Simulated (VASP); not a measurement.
# Si2W (I4/mmm) in VASP: notebook, part 3 of 3

VASP 6.6.1.

**5. Single point, PBE (14.22 Å³/atom)**

This run uses another cell than the first one, of 14.22 Å³/atom.

File INCAR:

```
SYSTEM = Si2W
PREC = Accurate
ENCUT = 520
EDIFF = 1E-6
ISMEAR = 0
SIGMA = 0.15
LREAL = .False.
LASPH = .True.
NELM = 60
ALGO = Normal
ISIF = 2
LWAVE = .False.
LCHARG = .False.
GGA = PE
NBANDS = 18
```

File KPOINTS:

```
regular mesh
0
Gamma
  18 18 18
  0 0 0
```

File POSCAR:

```
Si2W
1.0
   -1.5396155661      1.5396155661      4.4995264919
    1.5396155661     -1.5396155661      4.4995264919
    1.5396155661      1.5396155661     -4.4995264919
Si W
2 1
Direct
    0.3345726944      0.3345726944      0.0000000000
    0.6654273056      0.6654273056      0.0000000000
    0.0000000000      0.0000000000      0.0000000000
```

Potentials or basis: VASP PAW PBE potentials, release 64 (Si, W_sv).

Launch:

```console
$ cat potpaw_PBE.64/Si/POTCAR potpaw_PBE.64/W_sv/POTCAR > POTCAR
$ mpirun -np 1 vasp_std > vasp.out
```

OUTCAR:

```text
SYSTEM = Si2W
   PREC = Accurate
   ENCUT = 520
   EDIFF = 1E-6
   ISMEAR = 0
   LREAL = .False.
   LASPH = .True.
   NELM = 60
   ISIF = 2
   GGA = PE

 ion  position               nearest neighbor table
   1  0.335  0.335  0.000-   3 2.64   3 2.64   3 2.64   3 2.64   2 2.66   2 2.66   2 2.66   2 2.66
                             2 2.98   3 3.01
   2  0.665  0.665  0.000-   3 2.64   3 2.64   3 2.64   3 2.64   1 2.66   1 2.66   1 2.66   1 2.66
                             1 2.98   3 3.01
   3  0.000  0.000  0.000-   2 2.64   2 2.64   2 2.64   1 2.64   2 2.64   1 2.64   1 2.64   1 2.64
                             1 3.01   2 3.01

  LATTYP: Found a body centered tetragonal cell.
 ALAT       =     3.0792311322
 C/A-ratio  =     2.9225000000

  Lattice vectors:

 A1 = (  -1.5396155661,   1.5396155661,   4.4995264919)
 A2 = (   1.5396155661,  -1.5396155661,   4.4995264919)
 A3 = (   1.5396155661,   1.5396155661,  -4.4995264919)

Analysis of symmetry for initial positions (statically):
=====================================================================
 Subroutine PRICEL returns:
 Original cell was already a primitive cell.

 Routine SETGRP: Setting up the symmetry group for a
 body centered tetragonal supercell.

 Subroutine GETGRP returns: Found 16 space group operations
 (whereof 16 operations were pure point group operations)
 out of a pool of 16 trial point group operations.

The static configuration has the point symmetry D_4h.

Analysis of symmetry for dynamics (positions and initial velocities):
=====================================================================
 Subroutine PRICEL returns:
 Original cell was already a primitive cell.

 Routine SETGRP: Setting up the symmetry group for a
 body centered tetragonal supercell.

 Subroutine GETGRP returns: Found 16 space group operations
 (whereof 16 operations were pure point group operations)
 out of a pool of 16 trial point group operations.

The dynamic configuration has the point symmetry D_4h.

 Subroutine INISYM returns: Found 16 space group operations
 (whereof 16 operations are pure point group operations),
 and found     1 'primitive' translations

----------------------------------------------------------------------------------------

                                     Primitive cell

  volume of cell :      42.6630

  direct lattice vectors                    reciprocal lattice vectors
    -1.539615566  1.539615566  4.499526492     0.000000000  0.324756394  0.111122804
     1.539615566 -1.539615566  4.499526492     0.324756394  0.000000000  0.111122804
     1.539615566  1.539615566 -4.499526492     0.324756394  0.324756394  0.000000000

  length of vectors
     4.998656903  4.998656903  4.998656903     0.343241887  0.343241887  0.459274897

  position of ions in fractional coordinates (direct lattice)
     0.334572694  0.334572694  0.000000000
     0.665427306  0.665427306  0.000000000
     0.000000000  0.000000000  0.000000000

  ion indices of the primitive-cell ions
   primitive index   ion index
                 1           1
                 2           2
                 3           3

----------------------------------------------------------------------------------------

 KPOINTS: regular mesh

Automatic generation of k-mesh.
[... 22 lines left out ...]
            Coordinates               Weight
  0.000000  0.000000  0.000000      1.000000
  0.055556  0.000000 -0.000000      8.000000
  0.111111  0.000000 -0.000000      8.000000
  0.166667  0.000000  0.000000      8.000000
  0.222222  0.000000  0.000000      8.000000
  0.277778  0.000000 -0.000000      8.000000
[... 16 lines left out ...]
 -0.277778  0.055556  0.000000     16.000000
 -0.222222  0.055556 -0.000000     16.000000
 [... further k-points ...]
   k-points           NKPTS =    480   k-points in BZ     NKDIM =    480   number of bands    NBANDS=     18
   number of dos      NEDOS =    301   number of ions     NIONS =      3
   total plane-waves  NPLWV =  64000
   dimension x,y,z NGX =    40 NGY =   40 NGZ =   40
   dimension x,y,z NGXF=    80 NGYF=   80 NGZF=   80
   ions per type =               2   1
   NGX,Y,Z   is equivalent  to a cutoff of  13.30, 13.30, 13.30 a.u.
   NGXF,Y,Z  is equivalent  to a cutoff of  26.61, 26.61, 26.61 a.u.
 SYSTEM =  Si2W
   PREC   = accura    normal or accurate (medium, high low for compatibility)
   ISTART =      0    job   : 0-new  1-cont  2-samecut
   ICHARG =      2    charge: 1-file 2-atom 10-const
   ISPIN  =      1    spin polarized calculation?
   LNONCOLLINEAR =      F non collinear calculations
   LSORBIT =      F    spin-orbit coupling
   LASPH  =      T    aspherical Exc in radial PAW
   ENCUT  =  520.0 eV  38.22 Ry    6.18 a.u.   9.29  9.29  9.29*2*pi/ulx,y,z
   NELM   =     60;   NELMIN=  2; NELMDL= -5     # of ELM steps
   EDIFF  = 0.1E-05   stopping-criterion for ELM
   LREAL  =      F    real-space projection
   EDIFFG = 0.1E-04   stopping-criterion for IOM
   NSW    =      0    number of steps for IOM
   IBRION =     -1    ionic relax: 0-MD 1-quasi-New 2-CG
   NFREE  =      0    steps in history (QN), initial steepest desc. (CG)
   ISIF   =      2    stress and relaxation
   ISYM   =      2    0-nonsym 1-usesym 2-fastsym
   POTIM  = 0.5000    time-step for ionic-motion
   TEBEG  =    0.0;   TEEND  =   0.0 temperature during run
   PSTRESS=    0.0 pullay stress
   NELECT =      22.0000    total number of electrons
   NUPDOWN=      -1.0000    fix difference up-down
   EMIN   =  10.00;   EMAX   =-10.00  energy-range for DOS
   EFERMI =   0.00;   METHOD = LEGACY
   ISMEAR =     0;   SIGMA  =   0.15  broadening in eV -4-tet -1-fermi 0-gaus
   EFERMI_NEDOS =   21; number of points for ismear=-14 and -15
   IALGO  =     38    algorithm
   IMIX   =      4    mixing-type and parameters
     AMIX     =   0.40;   BMIX     =  1.00
     AMIX_MAG =   1.60;   BMIX_MAG =  1.00
  volume/ion in A,a.u.               =      14.22        95.97
  Fermi-wavevector in a.u.,A,eV,Ry     =   1.312800  2.480832 23.448880  1.723444
  Thomas-Fermi vector in A             =   2.443167
   LORBIT       =      0    0 simple, 1 ext, 2 COOP (PROOUT), +10 PAW based schemes
   GGA     = PE    functional components
   LHFCALC =     F    Hartree Fock is set to
   AEXX    =    0.0000 exact exchange contribution
   IVDW    =     0    specifies the selected vdW correction
   LEPSILON=     F    determine dielectric tensor
   LRPA    =     F    only Hartree local field effects (RPA)
 non-spin polarized calculation
 Gauss-broadening in eV      SIGMA  =   0.15
  energy-cutoff  :      520.00
  volume of cell :       42.66
 maximum number of plane-waves:      1164
 NGX is ok and might be reduce to    40
   NGX = 19   NGY = 19   NGZ = 19

 number of electron      22.0000000 magnetization

 Free energy of the ion-electron system (eV)
  ---------------------------------------------------
  ext. energy  EPLUGINS =         0.00000000
  ---------------------------------------------------
  free energy    TOTEN  =       -23.92676086 eV

  energy without entropy =      -23.91229801  energy(sigma->0) =      -23.91952944

 E-fermi :  11.3293     XC(G=0): -12.2829

 val. band max:       11.3256579876   @ k =  -0.2222   0.4444   0.2222
 cond. band min:      11.3299506886   @ k =   0.1667   0.0556  -0.0000
 fundamental gap:      0.0042927011
 Fermi energy:        11.3293034252

 k-point     1 :       0.0000    0.0000    0.0000
  band No.  band energies     occupation
      1     -62.7035      2.00000
      2     -27.0756      2.00000
      3     -26.7777      2.00000
      4     -26.7777      2.00000
      5      -2.4634      2.00000
      6       4.2427      2.00000
[... 481 lines left out ...]
      5      -1.5247      2.00000
      6       4.2726      2.00000
[... 10 lines left out ...]
     17      17.9542      0.00000
     18      20.4224      0.00000

 [... further k-points ...]

------------------------ aborting loop because EDIFF is reached ----------------------------------------

  FORCE on cell =-STRESS in cart. coord.  units (eV):
  Direction    XX          YY          ZZ          XY          YZ          ZX
  --------------------------------------------------------------------------------------
  -------------------------------------------------------------------------------------
  Total        2.7088222      2.7088222     -8.9714698      0.0000000      0.0000000      0.0000000
  in kB      101.7278079    101.7278079   -336.9168978      0.0000000      0.0000000      0.0000000
  external PRESSURE =     -44.4870940 kB  Pullay stress =       0.0000000 kB

 VOLUME and BASIS-vectors are now :
 -----------------------------------------------------------------------------
  energy-cutoff  :      520.00
  volume of cell :       42.66
      direct lattice vectors                 reciprocal lattice vectors
    -1.539615566  1.539615566  4.499526492     0.000000000  0.324756394  0.111122804
     1.539615566 -1.539615566  4.499526492     0.324756394  0.000000000  0.111122804
     1.539615566  1.539615566 -4.499526492     0.324756394  0.324756394  0.000000000

 POSITION                                       TOTAL-FORCE (eV/Angst)
 -----------------------------------------------------------------------------------
      0.00000      0.00000      3.01084        -0.000000     -0.000000      0.396732
      0.00000      0.00000      5.98822         0.000000      0.000000     -0.396732
      0.00000      0.00000      0.00000         0.000000      0.000000      0.000000
 -----------------------------------------------------------------------------------
    total drift:                               -0.000000     -0.000000      0.000000

  FREE ENERGIE OF THE ION-ELECTRON SYSTEM (eV)
  ---------------------------------------------------
  free  energy   TOTEN  =       -23.9267608592 eV

  energy  without entropy=      -23.9122980117  energy(sigma->0) =      -23.91952944
```

OSZICAR:

```text
N       E                     dE             d eps       ncg     rms          rms(c)
DAV:   1     0.129372218914E+03    0.12937E+03   -0.10769E+04 17280   0.122E+03
DAV:   2    -0.203030942653E+02   -0.14968E+03   -0.14608E+03 19810   0.317E+02
DAV:   3    -0.248441033260E+02   -0.45410E+01   -0.44701E+01 21612   0.495E+01
DAV:   4    -0.248855320732E+02   -0.41429E-01   -0.41356E-01 20202   0.502E+00
DAV:   5    -0.248860008484E+02   -0.46878E-03   -0.46875E-03 20588   0.571E-01    0.224E+01
DAV:   6    -0.241165835699E+02    0.76942E+00   -0.48415E+00 18782   0.140E+01    0.709E+00
DAV:   7    -0.239806985685E+02    0.13589E+00   -0.11979E+00 18540   0.507E+00    0.488E+00
DAV:   8    -0.239286550648E+02    0.52044E-01   -0.19405E-01 18708   0.295E+00    0.585E-01
DAV:   9    -0.239269721837E+02    0.16829E-02   -0.43457E-03 20180   0.465E-01    0.205E-01
DAV:  10    -0.239267683368E+02    0.20385E-03   -0.91747E-04 20432   0.230E-01    0.688E-02
DAV:  11    -0.239267616760E+02    0.66608E-05   -0.18628E-04 19224   0.908E-02    0.373E-02
DAV:  12    -0.239267614963E+02    0.17964E-06   -0.18022E-05 18906   0.327E-02    0.116E-02
DAV:  13    -0.239267608592E+02    0.63715E-06   -0.16920E-06 11448   0.110E-02
   1 F= -.23926761E+02 E0= -.23919529E+02  d E =-.144628E-01
```

Run time: 9.7 min. Hardware: 1 thread of Intel Xeon Platinum 8488C (Sapphire Rapids), shared host; peak memory 0.51 GiB.

What came out:

| Property | Result |
| --- | --- |
| Free energy | -23.9268 eV |
| Pressure | -4.4 GPa |
| Largest force | 0.397 eV/Å |
| Band gap on the k mesh | zero (bands 11 and 12 overlap by 2.52 eV) |

Forces in eV/Å, atoms in the order of the input:
```
Si   0.000  0.000  0.397
Si   0.000  0.000 -0.397
W    0.000  0.000  0.000
```

Stress tensor (GPa, compression positive):
```
 10.17   0.00   0.00
  0.00  10.17   0.00
  0.00   0.00 -33.69
```

Caveat: the stress differs along the axes, from -34 to 10 GPa; spin-orbit coupling is left out, which moves the levels of the heavy elements.

**6. Single point, PBE (14.22 Å³/atom)**

This run uses another cell than the first one, of 14.22 Å³/atom.

File INCAR:

```
SYSTEM = Si2W
PREC = Accurate
ENCUT = 520
EDIFF = 1E-6
ISMEAR = 0
SIGMA = 0.15
LREAL = .FALSE.
LASPH = .TRUE.
NELM = 60
ALGO = Normal
ISIF = 2
LWAVE = .FALSE.
LCHARG = .FALSE.
GGA = PE
NBANDS = 18
```

File KPOINTS:

```
regular mesh
0
G
  18 18 18
  0 0 0
```

File POSCAR:

```
Si2W
1.0
   -1.6031548910      1.6031548910      4.1499267507
    1.6031548910     -1.6031548910      4.1499267507
    1.6031548910      1.6031548910     -4.1499267507
Si W
2 1
Direct
    0.3345726944      0.3345726944      0.0000000000
    0.6654273056      0.6654273056      0.0000000000
    0.0000000000      0.0000000000      0.0000000000
```

Potentials or basis: VASP PAW PBE potentials, release 64 (Si, W_sv).

Launch:

```console
$ cat potpaw_PBE.64/Si/POTCAR potpaw_PBE.64/W_sv/POTCAR > POTCAR
$ mpirun -np 1 vasp_std > vasp.out
```

It took 6.5 min on 1 thread of Intel Xeon Platinum 8488C (Sapphire Rapids), shared host; peak memory 0.48 GiB.

The run converged. Its results:

```yaml
Free_energy: -24.6558 eV
Pressure: -8.0 GPa
Largest_force: 0.155 eV/Å
Band_gap_on_the_k_mesh: zero (bands 11 and 12 overlap by 1.41 eV)
```

Forces in eV/Å, atoms in the order of the input:
```
Si   0.000  0.000  0.155
Si   0.000  0.000 -0.155
W    0.000  0.000  0.000
```

Stress tensor (GPa, compression positive):
```
 -1.24   0.00   0.00
  0.00  -1.24   0.00
  0.00   0.00 -21.54
```

Levels at points of the mesh, in eV from the Fermi level:
```tsv
k point	band 9	band 10	band 11	band 12	band 13	band 14
(0.00, 0.00, 0.00)	-2.44	-2.44	0.88	2.80	3.14	3.33
(0.50, 0.00, 0.00)	-2.73	-2.35	-0.23	2.76	3.02	3.19
(0.50, 0.50, 0.00)	-4.71	-3.43	-1.69	2.05	2.81	3.02
(0.50, 0.50, 0.50)	-0.54	-0.54	-0.46	-0.46	0.99	3.23
```

Caveat: the stress differs along the axes, from -22 to -1 GPa; spin-orbit coupling is left out, which moves the levels of the heavy elements.

**7. The runs side by side**

| cell | gap on the mesh (eV) | pressure (GPa) | largest force (eV/Å) |
| --- | --- | --- | --- |
| a = 4.338 Å, angles 134.4, 134.4, 66.5°, 3 atoms | none | 6.7 | 0.19 |
| a = 4.796 Å, angles 142.3, 142.3, 54.4°, 3 atoms | none | 1.1 | 0.11 |
| a = 4.497 Å, angles 136.4, 136.4, 63.3°, 3 atoms | none | -6.0 | 0.08 |
| a = 4.999 Å, angles 144.1, 144.1, 51.6°, 3 atoms | none | -4.4 | 0.40 |
| a = 4.729 Å, angles 140.4, 140.4, 57.3°, 3 atoms | none | -8.0 | 0.16 |

Alike in all rows: task single point; level PBE; potentials or basis VASP PAW PBE potentials, release 64 (Si, W_sv); no spin polarisation; k mesh 18 × 18 × 18; cutoff (eV) 520; smearing gaussian 0.15 eV.

Caveats: spin-orbit coupling is left out, which moves the levels of the heavy elements; the stress differs along the axes, from -13 to 46 GPa (at least some runs); the stress differs along the axes, from -24 to 14 GPa (at least some runs); the stress differs along the axes, from -14 to 9 GPa (at least some runs); the stress differs along the axes, from -34 to 10 GPa (at least some runs); the stress differs along the axes, from -22 to -1 GPa (at least some runs).

Total energies depend on the potentials used, so only differences within one code and one set of settings carry meaning.

The gap in the log of VASP goes by the Fermi energy; the results here count the filled bands.